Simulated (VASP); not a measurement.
# WC (P-6m2) in VASP: a series of runs, part 2 of 2

VASP 6.6.1. Earlier steps stand in the parts before.

### Step 3. Relaxation of cell and atoms, LDA

This run uses another cell than the first one, of 10.37 Å³/atom, 1.025 times its volume.

File INCAR:

```
SYSTEM = WC
ALGO = Normal ; EDIFF = 1E-7
EDIFFG = -0.003 ; ENCUT = 600
GGA = CA ; IBRION = 2
ISIF = 3 ; ISMEAR = 0
LASPH = .TRUE. ; LCHARG = .FALSE.
LREAL = .FALSE. ; LWAVE = .FALSE.
NELM = 100 ; NSW = 80
PREC = Accurate ; SIGMA = 0.1
```

File KPOINTS:

```
k-points
0
G
  15 15 15
  0 0 0
```

File POSCAR:

```
WC
1.0
    2.9060000000      0.0000000000      0.0000000000
   -1.4530000000      2.5166698200      0.0000000000
    0.0000000000      0.0000000000      2.8370000000
W C
1 1
Direct
    0.0000000000      0.0000000000      0.0000000000
    0.3333333333      0.6666666667      0.5000000000
```

Potentials or basis: VASP PAW LDA potentials, release 64 (W_sv, C).

The run is started by

```bash
$ cat potpaw_LDA.64/W_sv/POTCAR potpaw_LDA.64/C/POTCAR > POTCAR
$ mpirun -np 1 vasp_std > vasp.out
```

Wall time 2.4 min (1 thread of Intel Xeon 6975P-C, shared host); peak memory 0.21 GiB.

It converged, with:

| Quantity | Value |
| --- | --- |
| Free energy | -24.7032 eV |
| Relaxed volume | 10.19 Å³/atom |
| Relaxed cell | a = 2.890 Å, b = 2.890 Å, c = 2.818 Å, α = 90.00°, β = 90.00°, γ = 120.00° |
| Space group after relaxing (to 0.05 Å) | P-6m2 (No. 187) |
| Energy gained by relaxing | 4.4 meV/atom |
| Ionic steps | 10 |
| Pressure after relaxing | 0.0 GPa |
| Band gap on the k mesh | zero (band 9 reaches 11.84 eV, above the bottom of band 10 at 10.63 eV) |

Step by step:
```csv
step,energy change (eV),largest force (eV/Å),pressure (GPa),volume (Å³)
1,0.0000,0.0000,-7.45,20.75
2,0.0715,0.0000,25.24,19.33
3,-0.0089,0.0000,-0.20,20.39
4,-0.0089,0.0000,-0.04,20.38
5,-0.0089,0.0000,0.11,20.37
6,-0.0089,0.0000,-0.31,20.39
7,-0.0089,0.0000,-0.05,20.38
8,-0.0089,0.0000,-0.05,20.38
9,-0.0089,0.0000,0.07,20.37
10,-0.0089,0.0000,0.02,20.38
```

Final structure:
```cif
data_structure
_symmetry_space_group_name_H-M 'P 1'
_symmetry_Int_Tables_number 1
_cell_length_a 2.8897
_cell_length_b 2.8897
_cell_length_c 2.8176
_cell_angle_alpha 90.000
_cell_angle_beta 90.000
_cell_angle_gamma 120.000
_cell_volume 20.38
loop_
_atom_site_label
_atom_site_type_symbol
_atom_site_fract_x
_atom_site_fract_y
_atom_site_fract_z
_atom_site_occupancy
W1 W 0.00000 0.00000 0.00000 1
C1 C 0.33333 0.66667 0.50000 1
```

Levels at points of the mesh, in eV from the Fermi level:
| k point | band 6 | band 7 | band 8 | band 9 | band 10 | band 11 | band 12 | band 13 |
| --- | --- | --- | --- | --- | --- | --- | --- | --- |
| (0.00, 0.00, 0.00) | -4.39 | -3.38 | -3.38 | 0.17 | 3.31 | 3.31 | 5.75 | 5.75 |

Caveat: spin-orbit coupling is left out, which moves the levels of the heavy elements.

### Step 4. Single point, LDA

File INCAR:

```
  PREC = Accurate
  ENCUT = 910
  EDIFF = 1E-6
  ISMEAR = 0
  SIGMA = 0.1
  LREAL = F
  LASPH = T
  NELM = 120
  ALGO = Normal
  ISIF = 2
  LWAVE = F
  LCHARG = F
  GGA = CA
  NBANDS = 16
  GGA_COMPAT = F
```

File KPOINTS:

```
Automatic mesh
0
Gamma
  15 15 15
```

File POSCAR:

```
WC
1.0
    2.8839060085      0.0000000000      0.0000000000
   -1.4419530042      2.4975358655      0.0000000000
    0.0000000000      0.0000000000      2.8116768819
W C
1 1
Direct
    0.0000000000      0.0000000000      0.0000000000
    0.3333333333      0.6666666667      0.5000000000
```

Potentials or basis: VASP PAW LDA potentials, release 64 (W_sv, C_h).

The run is started by

```bash
$ cat potpaw_LDA.64/W_sv/POTCAR potpaw_LDA.64/C_h/POTCAR > POTCAR
$ mpirun -np 1 vasp_std > vasp.out
```

OUTCAR:

```text
PREC = Accurate
   ENCUT = 910
   EDIFF = 1E-6
   ISMEAR = 0
   LREAL = F
   LASPH = T
   NELM = 120
   ISIF = 2
   GGA = CA

 ion  position               nearest neighbor table
   1  0.000  0.000  0.000-   2 2.18   2 2.18   2 2.18   2 2.18   2 2.18   2 2.18
   2  0.333  0.667  0.500-   1 2.18   1 2.18   1 2.18   1 2.18   1 2.18   1 2.18

  LATTYP: Found a hexagonal cell.
 ALAT       =     2.8839060085
 C/A-ratio  =     0.9749544103

  Lattice vectors:

[... 191 lines left out ...]
      5      -2.8011      2.00000
      6       7.2012      2.00000
[... 433 lines left out ...]
      3     -26.3676      2.00000
      4     -25.9316      2.00000
      5       1.1530      2.00000
      6       4.8054      2.00000
[... 8 lines left out ...]
     15      26.4344      0.00000
     16      29.2555      0.00000

 [... further k-points ...]
[... 5 lines left out ...]
  --------------------------------------------------------------------------------------
  -------------------------------------------------------------------------------------
  Total        0.3103979      0.3103979      0.3717287      0.0000000      0.0000000      0.0000000
  in kB       24.5567611     24.5567611     29.4088749      0.0000000      0.0000000      0.0000000
  external PRESSURE =      26.1741324 kB  Pullay stress =       0.0000000 kB

 VOLUME and BASIS-vectors are now :
 -----------------------------------------------------------------------------
  energy-cutoff  :      910.00
  volume of cell :       20.25
      direct lattice vectors                 reciprocal lattice vectors
     2.883906008  0.000000000  0.000000000     0.346751939  0.200197325  0.000000000
    -1.441953004  2.497535866  0.000000000     0.000000000  0.400394651  0.000000000
     0.000000000  0.000000000  2.811676882     0.000000000  0.000000000  0.355659644

 POSITION                                       TOTAL-FORCE (eV/Angst)
 -----------------------------------------------------------------------------------
      0.00000      0.00000      0.00000        -0.000000      0.000000      0.000000
     -0.00000      1.66502      1.40584         0.000000      0.000000      0.000000
 -----------------------------------------------------------------------------------
    total drift:                               -0.000000      0.000000     -0.000000

  FREE ENERGIE OF THE ION-ELECTRON SYSTEM (eV)
  ---------------------------------------------------
  free  energy   TOTEN  =       -24.7078998472 eV

  energy  without entropy=      -24.7066732903  energy(sigma->0) =      -24.70728657
```

OSZICAR:

```text
N       E                     dE             d eps       ncg     rms          rms(c)
DAV:   1     0.146244682184E+03    0.14624E+03   -0.13196E+04  6920   0.187E+03
DAV:   2    -0.223183476659E+02   -0.16856E+03   -0.16234E+03  8336   0.436E+02
DAV:   3    -0.277424981409E+02   -0.54242E+01   -0.53810E+01  7728   0.682E+01
DAV:   4    -0.277806853953E+02   -0.38187E-01   -0.38183E-01  9000   0.631E+00
DAV:   5    -0.277809249635E+02   -0.23957E-03   -0.23957E-03  7664   0.504E-01    0.342E+01
DAV:   6    -0.248164867978E+02    0.29644E+01   -0.55963E+00  9808   0.255E+01    0.924E+00
DAV:   7    -0.247430008113E+02    0.73486E-01   -0.43436E-01  7256   0.548E+00    0.661E+00
DAV:   8    -0.247090705743E+02    0.33930E-01   -0.71203E-02  8024   0.223E+00    0.104E+00
DAV:   9    -0.247080418121E+02    0.10288E-02   -0.27605E-03  7560   0.425E-01    0.948E-02
DAV:  10    -0.247078988273E+02    0.14298E-03   -0.30910E-04  8784   0.209E-01    0.300E-02
DAV:  11    -0.247079003812E+02   -0.15539E-05   -0.99919E-06  7680   0.305E-02    0.700E-03
DAV:  12    -0.247078998472E+02    0.53403E-06   -0.18956E-06  6472   0.122E-02
   1 F= -.24707900E+02 E0= -.24707287E+02  d E =-.122656E-02
```

Run time: 47 s. Hardware: 1 thread of Intel Xeon 6975P-C (Granite Rapids), shared host; peak memory 0.27 GiB.

What came out:

* Free energy: -24.7079 eV
* Pressure: 2.6 GPa
* Band gap on the k mesh: zero (band 9 reaches 12.25 eV, above the bottom of band 10 at 11.03 eV)

Levels at points of the mesh, in eV from the Fermi level:
```csv
k point,band 6,band 7,band 8,band 9,band 10,band 11,band 12,band 13
"(0.00, 0.00, 0.00)",-4.42,-3.41,-3.41,0.18,3.34,3.34,5.78,5.78
```

Caveat: the cutoff is under 1.25 times the usual one of these potentials, so pressure, stress and relaxed cells hold a basis-set (Pulay) error; spin-orbit coupling is left out, which moves the levels of the heavy elements.

### Step 5. Overview

```csv
task,potentials or basis,cell,cutoff (eV),second run,gap on the mesh (eV),pressure (GPa)
single point,"VASP PAW LDA potentials, release 64 (W_sv, C)","a = 2.884, b = 2.884, c = 2.812 Å, angles 90.0, 90.0, 120.0°, 2 atoms",520,-,none,2.7
relaxation of cell and atoms,"VASP PAW LDA potentials, release 64 (W_sv, C)","relaxed from a = 2.906, b = 2.906, c = 2.837 Å, angles 90.0, 90.0, 120.0°, 2 atoms",600,-,none,0.0
single point,"VASP PAW LDA potentials, release 64 (W_sv, C_h)","a = 2.884, b = 2.884, c = 2.812 Å, angles 90.0, 90.0, 120.0°, 2 atoms",910,hard_potentials,none,2.6
```

Alike in all rows: level LDA; no spin polarisation; k mesh 15 × 15 × 15; smearing gaussian 0.1 eV.

Caveats: spin-orbit coupling is left out, which moves the levels of the heavy elements; the cutoff is under 1.25 times the usual one of these potentials, so pressure, stress and relaxed cells hold a basis-set (Pulay) error (some runs).

Absolute energies hang on the potentials; compare differences alone.
